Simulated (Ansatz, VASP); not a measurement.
# One calculation of MgO, two programs

Contents of POSCAR:

```
MgO
1.0
    0.0000000000      2.0970013927      2.0970013927
    2.0970013927      0.0000000000      2.0970013927
    2.0970013927      2.0970013927      0.0000000000
Mg O
1 1
Direct
    0.0000000000      0.0000000000      0.0000000000
    0.5000000000      0.5000000000      0.5000000000
```

File INCAR.step1:

```
SYSTEM = MgO
ALGO = Normal ; EDIFF = 1E-5
ENCUT = 520 ; GGA = PE
ISIF = 2 ; ISMEAR = -1
LASPH = .True. ; LCHARG = .False.
LREAL = .False. ; LWAVE = .True.
NBANDS = 11 ; NELM = 80
PREC = Accurate ; SIGMA = 0.05
```

The input INCAR.step2:

```
SYSTEM = MgO
AEXX = 0.5 ; ALGO = Normal
EDIFF = 1E-7 ; ENCUT = 520
ISIF = 2 ; ISMEAR = -1
ISTART = 1 ; LASPH = .True.
LCHARG = .False. ; LHFCALC = .True.
LMIXTAU = .True. ; LREAL = .False.
LWAVE = .False. ; METAGGA = R2SCAN
NBANDS = 11 ; NELM = 80
PREC = Accurate ; PRECFOCK = Normal
SIGMA = 0.05
```

KPOINTS

```
k-points
0
Gamma
  6 6 6
  0 0 0
```

The input input.yaml:

```yaml
crystal:
  lattice:
    - [0.0, 2.0970013927, 2.0970013927]
    - [2.0970013927, 0.0, 2.0970013927]
    - [2.0970013927, 2.0970013927, 0.0]
  atoms:
    - { symbol: Mg, position: [0.0, 0.0, 0.0] }
    - { symbol: O, position: [0.5, 0.5, 0.5] }
hamiltonian:
  xc: r2scan50
  pseudopotentials: { kind: paw }
kpoints:
  mp_grid: { grid: [6, 6, 6] }
  band_path:
    path:
      - [[0.0, 0.0, 0.0], [0.5, 0.0, 0.5], [0.5, 0.25, 0.75], [0.375, 0.375, 0.75], [0.0, 0.0, 0.0], [0.5, 0.5, 0.5], [0.625, 0.25, 0.625], [0.5, 0.25, 0.75], [0.5, 0.5, 0.5], [0.375, 0.375, 0.75]]
      - [[0.625, 0.25, 0.625], [0.5, 0.0, 0.5]]
    npoints: 4
scf:
  occupations: { method: fermi_dirac, width: 0.05 }
  n_extra_bands: 6
output:
  forces: true
  stress: true
  eigenvalues: true
  fatbands: false
```

Alike in both runs: functional r2SCAN50; k mesh 6 × 6 × 6; occupations fermi-dirac, width 0.05 eV; no spin polarisation.

```csv
,VASP,Ansatz
version,VASP 6.6.1,Ansatz 0.2.0
potentials or method,"VASP PAW PBE potentials, release 64 (Mg, O)",Ansatz PAW
plane-wave cutoff (eV),520,500
valence electrons in the cell,8,16
task,single point,band structure
```

|  | VASP | Ansatz | Ansatz less VASP |
| --- | --- | --- | --- |
| gap on the k mesh at the Fermi level (eV) | 10.18 | 10.22 | +0.047 |
| least direct gap on the mesh (eV) | 10.18 | 10.22 | +0.047 |
| pressure (GPa) | -5.9 | -5.7 | +0.20 |

VASP's potentials were made for PBE, not for r2SCAN50. With one functional, cell and mesh, what is left measures potentials, basis and numerics. VASP's potentials hold 8 valence electrons a cell and Ansatz's 16, so a difference there can come from the potentials and not from the codes.

The k mesh is coarse, so the values compare programs but aren't converged.
